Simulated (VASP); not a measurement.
Crystal: BiIr.

```
Ir Bi
1.0
     0.00000    3.06748    3.06748
     3.06748    0.00000    3.06748
     3.06748    3.06748    0.00000
Ir Bi
1 1
Cartesian
  0.0000 0.0000 0.0000
  1.5337 1.5337 1.5337
```

Base run:

* Program: VASP 6.6.1
* Functional: PBEsol
* Potentials or basis: VASP PAW PBE potentials, release 64 (Ir, Bi_d)
* Cutoff: 500 eV
* k mesh: 10 × 10 × 10
* Occupations: gaussian, width 0.05 eV
* Spin: no spin polarisation

Its results: band gap on the k mesh zero (band 12 reaches 7.24 eV, above the bottom of band 13 at 4.49 eV); pressure -3.6 GPa.

Q: The run is repeated on the same cell with these changes: functional from PBEsol to LDA; potentials or basis from VASP PAW PBE potentials, release 64 (Ir, Bi_d) to VASP PAW LDA potentials, release 64 (Ir, Bi_d). What comes out?

A: Band gap on the k mesh zero (band 12 reaches 7.20 eV, above the bottom of band 13 at 4.41 eV); pressure -5.4 GPa.

Caveats: spin-orbit coupling is left out, which moves the levels of the heavy elements; the PAW data sets were made with another functional, which shifts forces and pressure a little (some runs).
